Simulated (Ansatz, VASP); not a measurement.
**One calculation of Se, two programs**

```
CELL_PARAMETERS angstrom
4.33690 0.00000 0.00000
-2.16845 3.75586 0.00000
0.00000 0.00000 4.92035
ATOMIC_POSITIONS crystal
Se 0.77460 0.77460 0.00000
Se 0.00000 0.22540 0.66667
Se 0.22540 0.00000 0.33333
```

Change from the starting cell: volume scaled by 0.98.

Alike in both runs: task single point; functional PBEsol; k mesh 7 × 7 × 6; occupations fermi-dirac, width 0.05 eV; no spin polarisation.

|  | VASP | Ansatz |
| --- | --- | --- |
| version | VASP 6.6.1 | Ansatz 0.2.0 |
| potentials or method | VASP PAW PBE potentials, release 64 (Se), cutoff 520 eV | all-electron LAPW, scalar-relativistic |

```tsv
	VASP	Ansatz	Ansatz less VASP
gap on the k mesh at the Fermi level (eV)	1.12	1.13	+0.007
least direct gap on the mesh (eV)	1.46	1.48	+0.022
pressure (GPa)	1.6	1.4	-0.21
traceless stress, the component that is largest in VASP (GPa)	1.53	1.44	-0.086
rms of the force components (eV/Å)	0.319	0.287	-0.0318
```

VASP's potentials were made for PBE, not for PBEsol. Atom by atom the forces differ by 0.032 eV/Å (rms over components). Ansatz ran all-electron here, and VASP with PAW potentials.
